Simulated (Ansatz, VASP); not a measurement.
**Ga3Se in VASP and in Ansatz**

```xyz
4
Lattice="4.4325 0.0000 0.0000 0.0000 4.4325 0.0000 0.0000 0.0000 4.4325" Properties=species:S:1:pos:R:3 pbc="T T T"
Ga    0.0000    2.2162    2.2162
Ga    2.2162    0.0000    2.2162
Ga    2.2162    2.2162    0.0000
Se    0.0000    0.0000    0.0000
```

Alike in both runs: task relaxation of cell and atoms; functional PBE; k mesh 10 × 10 × 10; occupations gaussian, width 0.1 eV; no spin polarisation.

|  | VASP | Ansatz |
| --- | --- | --- |
| version | VASP 6.6.1 | Ansatz 0.2.0 |
| potentials or method | VASP PAW PBE potentials, release 64 (Ga_d, Se), cutoff 600 eV | scalar-relativistic, plane waves, PAW |
| valence electrons in the cell | 45 | 55 |

Ansatz gave:

| Property | Result |
| --- | --- |
| gap on the k mesh at the Fermi level, each at its own relaxed structure (eV) | none |
| relaxed volume (Å³/atom) | 21.42 |
| relaxed cell length with the largest relative difference (Å) | 4.408 |

Which values does VASP return?

gap on the k mesh at the Fermi level, each at its own relaxed structure (eV): none; relaxed volume (Å³/atom): 21.44; relaxed cell length with the largest relative difference (Å): 4.410.

A gap of «none» marks a metal or a gap that the smearing closes. VASP's potentials hold 45 valence electrons a cell and Ansatz's 55, so a difference there can come from the potentials and not from the codes.
